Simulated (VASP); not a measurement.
Input of a VASP 6.6.1 run:

INCAR

```
SYSTEM = K7Na4Cl12
  PREC = Accurate
  ENCUT = 520
  EDIFF = 1E-6
  ISMEAR = 0
  SIGMA = 0.05
  LREAL = Auto
  LASPH = .TRUE.
  NELM = 100
  ALGO = Normal
  ISIF = 2
  LWAVE = .FALSE.
  LCHARG = .FALSE.
  GGA = PS
  NBANDS = 104
  NELECT = 176.0
```

File KPOINTS:

```
regular mesh
0
G
  3 3 2
  0 0 0
```

File POSCAR:

```
K7Na4Cl12
1.0
    8.5028257657      0.0000000000      0.0000000000
   -4.2514128828      7.3636631170      0.0000000000
    0.0000000000      0.0000000000     10.5135001950
K Na Cl
7 4 12
Direct
    0.1655787748      0.5827894258      0.6729148113
    0.6286110882      0.3143055247      0.6704982993
    0.7057956752      0.8528977902      0.6839716428
    0.3319211919      0.1659606069      0.3388943676
    0.3186214966      0.6593107157      0.3140139762
    0.8175636050      0.1407663528      0.3197521223
    0.8175635688      0.6767972571      0.3197521223
    0.0149509591      0.0074754914     -0.0137444236
    0.0101904124      0.5050952143      0.0100179767
    0.5120010251      0.0210935777     -0.0012634232
    0.5120011075      0.4909074387     -0.0012634232
    0.1639620564      0.3245424135      0.1487857489
    0.1639621735      0.8394197157      0.1487857489
    0.6661355706      0.3330677899      0.1514496572
    0.6708311775      0.8354155944      0.1379214318
    0.3440710571      0.1720355725      0.8679985572
    0.3801333482      0.6900667398      0.8911669593
    0.8527052994      0.1983212671      0.8503310823
    0.8527052250      0.6543840916      0.8503310823
   -0.0048885781     -0.0024442998      0.4896955252
   -0.0577632996      0.4711183748      0.4595151862
    0.4833402195     -0.0319793283      0.5063473535
    0.4833402402      0.5153194734      0.5063473535
```

Potentials or basis: VASP PAW PBE potentials, release 64 (K_sv, Na_pv, Cl).

Command:

```sh
$ cat potpaw_PBE.64/K_sv/POTCAR potpaw_PBE.64/Na_pv/POTCAR potpaw_PBE.64/Cl/POTCAR > POTCAR
$ mpirun -np 1 vasp_std > vasp.out
```

Question: What does it give for the largest force?

Answer: 0.050 eV/Å.

Forces in eV/Å, atoms in the order of the input:
```
K    0.033  0.019  0.000
K    0.026  0.015 -0.014
K   -0.016 -0.009  0.031
K    0.003  0.002 -0.009
K   -0.007 -0.004  0.005
K    0.011 -0.005 -0.006
K    0.001  0.012 -0.006
Na   0.012  0.007  0.008
Na   0.002  0.001 -0.012
Na  -0.005 -0.001 -0.011
Na  -0.004 -0.004 -0.011
Cl   0.000 -0.001 -0.007
Cl  -0.001  0.000 -0.007
Cl   0.001  0.001 -0.002
Cl  -0.004 -0.002 -0.029
Cl  -0.021 -0.012  0.017
Cl   0.030  0.017  0.036
Cl   0.005 -0.017  0.000
Cl  -0.012  0.013  0.000
Cl   0.012  0.007  0.009
Cl  -0.028 -0.016  0.005
Cl  -0.020 -0.010  0.002
Cl  -0.019 -0.013  0.002
```

Caveat: the cell carries a net charge on a neutralising background, which shifts energy and pressure; the PAW data sets were made with another functional, which shifts forces and pressure a little.
